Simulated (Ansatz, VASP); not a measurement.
## Two plane-wave programs on Ca

The input INCAR:

```
  PREC = Accurate
  ENCUT = 520
  EDIFF = 1E-6
  ISMEAR = 0
  SIGMA = 0.15
  LREAL = F
  LASPH = T
  NELM = 80
  ALGO = Fast
  ISIF = 2
  LWAVE = F
  LCHARG = T
  GGA = PS
  LELF = T
  LVHAR = T
  NBANDS = 11
```

The input KPOINTS:

```
Automatic mesh
0
Gamma
  14 14 14
```

Contents of POSCAR:

```
Ca
1.0
    0.0000000000      2.7103740000      2.7522870000
    2.7103740000      0.0000000000      2.7522870000
    2.7103740000      2.7103740000      0.0000000000
Ca
1
Direct
    0.0000000000      0.0000000000      0.0000000000
```

Input for Ansatz:

```yaml
crystal:
  lattice:
    - [0.0, 2.710374, 2.752287]
    - [2.710374, 0.0, 2.752287]
    - [2.710374, 2.710374, 0.0]
  atoms:
    - { symbol: Ca, position: [0.0, 0.0, 0.0] }
basis:
  ecutwfc: 420
kpoints:
  mp_grid: { grid: [14, 14, 14] }
hamiltonian:
  xc: pbesol
scf:
  occupations: { method: gaussian, width: 0.15 }
output:
  forces: true
  stress: true
  eigenvalues: true
```

Change from the starting cell: strain -0.030 along x and y, -0.015 along z, atoms carried along.

Alike in both runs: task single point; functional PBEsol; k mesh 14 × 14 × 14; occupations gaussian, width 0.15 eV; no spin polarisation.

|  | VASP | Ansatz |
| --- | --- | --- |
| version | VASP 6.6.1 | Ansatz 0.2.0 |
| potentials or method | VASP PAW PBE potentials, release 64 (Ca_sv), cutoff 520 eV | scalar-relativistic, plane waves, PAW |
| valence electrons in the cell | 10 | 10 |

|  | VASP | Ansatz | Ansatz less VASP |
| --- | --- | --- | --- |
| gap on the k mesh at the Fermi level (eV) | none | none | - |
| pressure (GPa) | 0.1 | 0.1 | -0.03 |
| traceless stress, the component that is largest in VASP (GPa) | -0.09 | -0.09 | 0.000 |

VASP's potentials were made for PBE, not for PBEsol. A gap of «none» marks a metal or a gap that the smearing closes.
